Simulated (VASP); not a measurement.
Input of a VASP 6.6.1 run:

The input INCAR:

```
SYSTEM = WS2
PREC     = Accurate       ! precision mode
ENCUT    = 600            ! plane-wave cutoff, eV
EDIFF    = 1E-7           ! SCF threshold, eV
ISMEAR   = -1             ! smearing method
SIGMA    = 0.05           ! smearing width, eV
LREAL    = .False.        ! projectors in reciprocal space
LASPH    = .True.         ! aspherical terms in the spheres
NELM     = 80             ! most SCF steps
ALGO     = Normal         ! electronic algorithm
ISIF     = 3              ! what is computed and relaxed
LWAVE    = .False.        ! write WAVECAR
LCHARG   = .False.        ! write CHGCAR
GGA      = PS             ! functional
IVDW     = 13             ! dispersion correction
IBRION   = 2              ! ionic algorithm
NSW      = 60             ! ionic steps
EDIFFG   = -0.01          ! ionic threshold
```

KPOINTS

```
regular mesh
0
Gamma
  10 10 3
  0 0 0
```

POSCAR

```
WS2
1.0
    3.1800000000      0.0000000000      0.0000000000
   -1.5900000000      2.7539607840      0.0000000000
    0.0000000000      0.0000000000     12.5000000000
W S
2 4
Direct
    0.6666666667      0.3333333333      0.7500000000
    0.3333333333      0.6666666667      0.2500000000
    0.6666666667      0.3333333333      0.3750000000
    0.3333333333      0.6666666667      0.8750000000
    0.6666666667      0.3333333333      0.1250000000
    0.3333333333      0.6666666667      0.6250000000
```

Potentials or basis: VASP PAW PBE potentials, release 64 (W_sv, S).

The run is started by

```sh
$ cat potpaw_PBE.64/W_sv/POTCAR potpaw_PBE.64/S/POTCAR > POTCAR
$ mpirun -np 1 vasp_std > vasp.out
```

Problem. What does it give for the dispersion energy per atom?

Solution. -0.269 eV.

Problem. Predict the relaxed volume.

Solution. 16.96 Å³/atom.

The path:
| step | energy change (eV) | largest force (eV/Å) | pressure (GPa) | volume (Å³) |
| --- | --- | --- | --- | --- |
| 1 | 0.0000 | 0.1210 | -4.65 | 109.47 |
| 2 | 0.1118 | 1.3511 | 10.02 | 101.29 |
| 3 | -0.0484 | 0.3645 | 0.01 | 106.48 |
| 4 | -0.0634 | 0.0579 | -0.29 | 105.57 |
| 5 | -0.0635 | 0.0848 | -0.27 | 105.65 |
| 6 | -0.0682 | 0.1023 | -0.02 | 105.12 |
| 7 | -0.0790 | 0.1558 | 0.78 | 103.52 |
| 8 | -0.0795 | 0.2631 | 2.70 | 100.35 |
| 9 | -0.0830 | 0.2196 | 1.76 | 101.88 |
| 10 | -0.0844 | 0.1976 | 1.62 | 101.83 |
| 11 | -0.0879 | 0.1320 | 1.19 | 101.68 |
| 12 | -0.0912 | 0.0023 | 0.37 | 101.38 |
| 13 | -0.0912 | 0.0161 | 0.26 | 101.34 |
| 14 | -0.0913 | 0.0140 | 0.22 | 101.39 |
| 15 | -0.0916 | 0.0078 | 0.12 | 101.55 |
| 16 | -0.0916 | 0.0045 | -0.08 | 101.87 |
| 17 | -0.0917 | 0.0004 | 0.00 | 101.75 |

Caveat: the PAW data sets were made with another functional, which shifts forces and pressure a little.
